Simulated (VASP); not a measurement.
# SiO2 (I-42d) in VASP: a series of runs, part 2 of 2

VASP 6.6.1. Earlier steps stand in the parts before.

## Step 4: Single point, PBE (volume scaled by 0.97, then relaxed in part)

The input, INCAR:

```
ALGO     = Normal         # electronic algorithm
EDIFF    = 1E-6           # SCF threshold, eV
ENCUT    = 520            # plane-wave cutoff, eV
GGA      = PE             # functional
ISIF     = 2              # what is computed and relaxed
ISMEAR   = 0              # smearing method
LASPH    = T              # aspherical terms in the spheres
LCHARG   = F              # write CHGCAR
LREAL    = F              # projectors in reciprocal space
LWAVE    = F              # write WAVECAR
NBANDS   = 25             # bands
NELM     = 100            # most SCF steps
PREC     = Accurate       # precision mode
SIGMA    = 0.02           # smearing width, eV
```

The input, KPOINTS:

```
k-points
0
Gamma
  6 6 6
```

The input, POSCAR:

```
SiO2
1.0
   -2.4812114377      2.4812114377      3.6732453921
    2.4812114377     -2.4812114377      3.6732453921
    2.4812114377      2.4812114377     -3.6732453921
Si O
2 4
Direct
    0.0000000000      0.0000000000      0.0000000000
    0.7500000000      0.2500000000      0.5000000000
    0.9777784191      0.6250000000      0.8527784191
    0.3750000000      0.2277784191      0.3527784191
    0.7722215809      0.1250000000      0.1472215809
    0.8750000000      0.0222215809      0.6472215809
```

Potentials or basis: VASP PAW PBE potentials, release 64 (Si, O).

Run with:

```sh
cat potpaw_PBE.64/Si/POTCAR potpaw_PBE.64/O/POTCAR > POTCAR
mpirun -np 1 vasp_std > vasp.out
```

OUTCAR:

```text
EDIFF = 1E-6
   ENCUT = 520
   GGA = PE
   ISIF = 2
   ISMEAR = 0
   LASPH = T
   LREAL = F
   NELM = 100
   PREC = Accurate

 ion  position               nearest neighbor table
   1  0.000  0.000  0.000-   3 1.63   4 1.63   5 1.63   6 1.63   2 3.09   2 3.09   2 3.09   2 3.09

   2  0.750  0.250  0.500-   3 1.63   4 1.63   5 1.63   6 1.63   1 3.09   1 3.09   1 3.09   1 3.09

   3  0.978  0.625  0.853-   1 1.63   2 1.63
   4  0.375  0.228  0.353-   1 1.63   2 1.63
   5  0.772  0.125  0.147-   1 1.63   2 1.63
   6  0.875  0.022  0.647-   1 1.63   2 1.63

  LATTYP: Found a body centered tetragonal cell.
 ALAT       =     4.9624228754
 C/A-ratio  =     1.4804241736

  Lattice vectors:

 A1 = (  -2.4812114377,   2.4812114377,   3.6732453921)
 A2 = (   2.4812114377,  -2.4812114377,   3.6732453921)
 A3 = (   2.4812114377,   2.4812114377,  -3.6732453921)

Analysis of symmetry for initial positions (statically):
=====================================================================
 Subroutine PRICEL returns:
 Original cell was already a primitive cell.

 Routine SETGRP: Setting up the symmetry group for a
 body centered tetragonal supercell.

 Subroutine GETGRP returns: Found  8 space group operations
 (whereof  4 operations were pure point group operations)
 out of a pool of 16 trial point group operations.

The static configuration has the point symmetry S_4 .
 The point group associated with its full space group is D_2d.

Analysis of symmetry for dynamics (positions and initial velocities):
=====================================================================
 Subroutine PRICEL returns:
 Original cell was already a primitive cell.

 Routine SETGRP: Setting up the symmetry group for a
 body centered tetragonal supercell.

 Subroutine GETGRP returns: Found  8 space group operations
 (whereof  4 operations were pure point group operations)
 out of a pool of 16 trial point group operations.

The dynamic configuration has the point symmetry S_4 .
 The point group associated with its full space group is D_2d.

 Subroutine INISYM returns: Found  8 space group operations
 (whereof  4 operations are pure point group operations),
 and found     1 'primitive' translations

----------------------------------------------------------------------------------------

                                     Primitive cell

  volume of cell :      90.4560

  direct lattice vectors                    reciprocal lattice vectors
    -2.481211438  2.481211438  3.673245392     0.000000000  0.201514467  0.136119411
     2.481211438 -2.481211438  3.673245392     0.201514467  0.000000000  0.136119411
     2.481211438  2.481211438 -3.673245392     0.201514467  0.201514467  0.000000000

  length of vectors
     5.079916545  5.079916545  5.079916545     0.243180128  0.243180128  0.284984492

  position of ions in fractional coordinates (direct lattice)
     0.000000000  0.000000000  0.000000000
     0.750000000  0.250000000  0.500000000
     0.977778419  0.625000000  0.852778419
     0.375000000  0.227778419  0.352778419
     0.772221581  0.125000000  0.147221581
     0.875000000  0.022221581  0.647221581

  ion indices of the primitive-cell ions
   primitive index   ion index
                 1           1
                 2           2
[... 35 lines left out ...]
  0.333333  0.000000  0.000000      8.000000
  0.500000 -0.000000  0.000000      4.000000
  0.166667  0.166667  0.000000      8.000000
  0.333333  0.166667  0.000000     16.000000
[... 16 lines left out ...]
 -0.333333 -0.333333  0.166667      8.000000
 -0.166667 -0.333333  0.166667      8.000000
 [... further k-points ...]
   k-points           NKPTS =     30   k-points in BZ     NKDIM =     30   number of bands    NBANDS=     25
   number of dos      NEDOS =    301   number of ions     NIONS =      6
   total plane-waves  NPLWV =  64000
   dimension x,y,z NGX =    40 NGY =   40 NGZ =   40
   dimension x,y,z NGXF=    80 NGYF=   80 NGZF=   80
   ions per type =               2   4
   NGX,Y,Z   is equivalent  to a cutoff of  13.09, 13.09, 13.09 a.u.
   NGXF,Y,Z  is equivalent  to a cutoff of  26.18, 26.18, 26.18 a.u.
 SYSTEM =  unknown system
   PREC   = accura    normal or accurate (medium, high low for compatibility)
   ISTART =      0    job   : 0-new  1-cont  2-samecut
   ICHARG =      2    charge: 1-file 2-atom 10-const
   ISPIN  =      1    spin polarized calculation?
   LNONCOLLINEAR =      F non collinear calculations
   LSORBIT =      F    spin-orbit coupling
   LASPH  =      T    aspherical Exc in radial PAW
   ENCUT  =  520.0 eV  38.22 Ry    6.18 a.u.   9.45  9.45  9.45*2*pi/ulx,y,z
   NELM   =    100;   NELMIN=  2; NELMDL= -5     # of ELM steps
   EDIFF  = 0.1E-05   stopping-criterion for ELM
   LREAL  =      F    real-space projection
   EDIFFG = 0.1E-04   stopping-criterion for IOM
   NSW    =      0    number of steps for IOM
   IBRION =     -1    ionic relax: 0-MD 1-quasi-New 2-CG
   NFREE  =      0    steps in history (QN), initial steepest desc. (CG)
   ISIF   =      2    stress and relaxation
   ISYM   =      2    0-nonsym 1-usesym 2-fastsym
   POTIM  = 0.5000    time-step for ionic-motion
   TEBEG  =    0.0;   TEEND  =   0.0 temperature during run
   PSTRESS=    0.0 pullay stress
   NELECT =      32.0000    total number of electrons
   NUPDOWN=      -1.0000    fix difference up-down
   EMIN   =  10.00;   EMAX   =-10.00  energy-range for DOS
   EFERMI =   0.00;   METHOD = LEGACY
   ISMEAR =     0;   SIGMA  =   0.02  broadening in eV -4-tet -1-fermi 0-gaus
   EFERMI_NEDOS =   21; number of points for ismear=-14 and -15
   IALGO  =     38    algorithm
   IMIX   =      4    mixing-type and parameters
     AMIX     =   0.40;   BMIX     =  1.00
     AMIX_MAG =   1.60;   BMIX_MAG =  1.00
  volume/ion in A,a.u.               =      15.08       101.74
  Fermi-wavevector in a.u.,A,eV,Ry     =   1.157832  2.187986 18.239639  1.340576
  Thomas-Fermi vector in A             =   2.294440
   LORBIT       =      0    0 simple, 1 ext, 2 COOP (PROOUT), +10 PAW based schemes
   GGA     = PE    functional components
   LHFCALC =     F    Hartree Fock is set to
   AEXX    =    0.0000 exact exchange contribution
   IVDW    =     0    specifies the selected vdW correction
   LEPSILON=     F    determine dielectric tensor
   LRPA    =     F    only Hartree local field effects (RPA)
 non-spin polarized calculation
 Gauss-broadening in eV      SIGMA  =   0.02
  energy-cutoff  :      520.00
  volume of cell :       90.46
 maximum number of plane-waves:      2465
 NGX is ok and might be reduce to    40
   NGX = 19   NGY = 19   NGZ = 19

 number of electron      32.0000000 magnetization

 Free energy of the ion-electron system (eV)
  ---------------------------------------------------
  ext. energy  EPLUGINS =         0.00000000
  ---------------------------------------------------
  free energy    TOTEN  =       -47.48005849 eV

  energy without entropy =      -47.48005849  energy(sigma->0) =      -47.48005849

 E-fermi :  -0.3358     XC(G=0):  -8.1693

 val. band max:       -0.5073085775   @ k =   0.0000   0.0000   0.0000
 cond. band min:       5.3291830302   @ k =   0.0000   0.0000   0.0000
 fundamental gap:      5.8364916077
 Fermi energy:        -0.3358474819

 k-point     1 :       0.0000    0.0000    0.0000
  band No.  band energies     occupation
      1     -19.5889      2.00000
      2     -17.5653      2.00000
      3     -17.5653      2.00000
      4     -17.4964      2.00000
      5      -9.5737      2.00000
      6      -5.9204      2.00000
[... 661 lines left out ...]
     24      12.5308      0.00000
     25      13.1104      0.00000

 [... further k-points ...]

------------------------ aborting loop because EDIFF is reached ----------------------------------------

  FORCE on cell =-STRESS in cart. coord.  units (eV):
  Direction    XX          YY          ZZ          XY          YZ          ZX
  --------------------------------------------------------------------------------------
  -------------------------------------------------------------------------------------
  Total        0.5038419      0.5038419      0.5632342      0.0000000      0.0000000      0.0000000
  in kB        8.9241606      8.9241606      9.9761300      0.0000000      0.0000000      0.0000000
  external PRESSURE =       9.2748171 kB  Pullay stress =       0.0000000 kB

 VOLUME and BASIS-vectors are now :
 -----------------------------------------------------------------------------
  energy-cutoff  :      520.00
  volume of cell :       90.46
      direct lattice vectors                 reciprocal lattice vectors
    -2.481211438  2.481211438  3.673245392     0.000000000  0.201514467  0.136119411
     2.481211438 -2.481211438  3.673245392     0.201514467  0.000000000  0.136119411
     2.481211438  2.481211438 -3.673245392     0.201514467  0.201514467  0.000000000

 POSITION                                       TOTAL-FORCE (eV/Angst)
 -----------------------------------------------------------------------------------
      0.00000      0.00000      0.00000         0.000000      0.000000      0.000000
      0.00000      2.48121      1.83662        -0.000000      0.000000      0.000000
      1.24061      2.99124      2.75493         0.000000      0.000121      0.000000
      0.51003      1.24061      0.91831         0.000121      0.000000      0.000000
     -1.24061      1.97118      2.75493        -0.000000     -0.000121      0.000000
     -0.51003      3.72182      0.91831        -0.000121      0.000000      0.000000
 -----------------------------------------------------------------------------------
    total drift:                                0.000002      0.000002      0.000002

  FREE ENERGIE OF THE ION-ELECTRON SYSTEM (eV)
  ---------------------------------------------------
  free  energy   TOTEN  =       -47.4800584903 eV

  energy  without entropy=      -47.4800584903  energy(sigma->0) =      -47.48005849
```

It took 31 s on 1 thread of Intel Xeon 6975P-C (Granite Rapids), shared host; peak memory 0.24 GiB.

Results:

```yaml
Free_energy: -47.4801 eV
Pressure: 0.9 GPa
Band_gap_on_the_k_mesh: 5.84 eV, direct
```

Caveat: the cell differs from its parent crystal (volume scaled by 0.97, then relaxed in part).

## Step 5: Single point, PBE

This run uses another cell than the first one, of 15.54 Å³/atom, 1.099 times its volume.

The input, INCAR:

```
PREC     = Accurate       # precision mode
ENCUT    = 520            # plane-wave cutoff, eV
EDIFF    = 1E-6           # SCF threshold, eV
ISMEAR   = 0              # smearing method
SIGMA    = 0.02           # smearing width, eV
LREAL    = False          # projectors in reciprocal space
LASPH    = True           # aspherical terms in the spheres
NELM     = 60             # most SCF steps
ALGO     = Normal         # electronic algorithm
ISIF     = 2              # what is computed and relaxed
LWAVE    = False          # write WAVECAR
LCHARG   = False          # write CHGCAR
GGA      = PE             # functional
NBANDS   = 25             # bands
```

The input, KPOINTS:

```
Automatic mesh
0
Gamma
  6 6 6
```

The input, POSCAR:

```
SiO2
1.0
   -2.5137467048      2.5137467048      3.6894593404
    2.5137467048     -2.5137467048      3.6894593404
    2.5137467048      2.5137467048     -3.6894593404
Si O
2 4
Direct
    0.0000000000      0.0000000000      0.0000000000
    0.7500000000      0.2500000000      0.5000000000
    0.9668890694      0.6250000000      0.8418890694
    0.3750000000      0.2168890694      0.3418890694
    0.7831109306      0.1250000000      0.1581109306
    0.8750000000      0.0331109306      0.6581109306
```

Run with:

```sh
cat potpaw_PBE.64/Si/POTCAR potpaw_PBE.64/O/POTCAR > POTCAR
mpirun -np 1 vasp_std > vasp.out
```

Run time: 32 s. Hardware: 1 thread of Intel Xeon 6975P-C (Granite Rapids), shared host; peak memory 0.24 GiB.

The run converged. Its results:

| Quantity | Value |
| --- | --- |
| Free energy | -47.4924 eV |
| Pressure | 0.1 GPa |
| Largest force | 0.005 eV/Å |
| Band gap on the k mesh | 5.73 eV, direct |

Forces on the atoms (eV/Å):
```
Si   0.000  0.000  0.000
Si   0.000  0.000  0.000
O    0.000 -0.005  0.000
O   -0.005  0.000  0.000
O    0.000  0.005  0.000
O    0.005  0.000  0.000
```

Levels at points of the mesh, in eV from the valence-band top:
```
           k point  band 13  band 14  band 15  band 16  band 17  band 18  band 19  band 20
(0.00, 0.00, 0.00)    -1.55    -0.65     0.00     0.00     5.73     8.71    10.21    10.26
(0.50, 0.00, 0.00)    -1.48    -0.79    -0.52    -0.13     7.93     8.82     9.57    10.01
(0.50, 0.50, 0.00)    -0.98    -0.98    -0.36    -0.36     8.90     8.90    10.02    10.02
(0.50, 0.50, 0.50)    -1.43    -1.43    -0.34    -0.34     8.72     8.72    10.19    10.19
```

A k mesh can miss the band edges. As with any semilocal functional, this PBE gap is likely too small.

## Step 6: Summary

```tsv
cell	gap on the mesh (eV)	pressure (GPa)
a = 4.999 Å, angles 122.4, 122.4, 85.9°, 6 atoms	6.05	2.7
a = 5.039 Å, angles 121.9, 121.9, 86.7°, 6 atoms	5.94	1.8
a = 5.080 Å, angles 121.5, 121.5, 87.4°, 6 atoms	5.84	0.9
a = 5.123 Å, angles 121.2, 121.2, 87.9°, 6 atoms	5.73	0.1
```

Alike in all rows: task single point; level PBE; potentials or basis VASP PAW PBE potentials, release 64 (Si, O); no spin polarisation; k mesh 6 × 6 × 6; cutoff (eV) 520; smearing gaussian 0.02 eV.

Absolute energies hang on the potentials; compare differences alone.
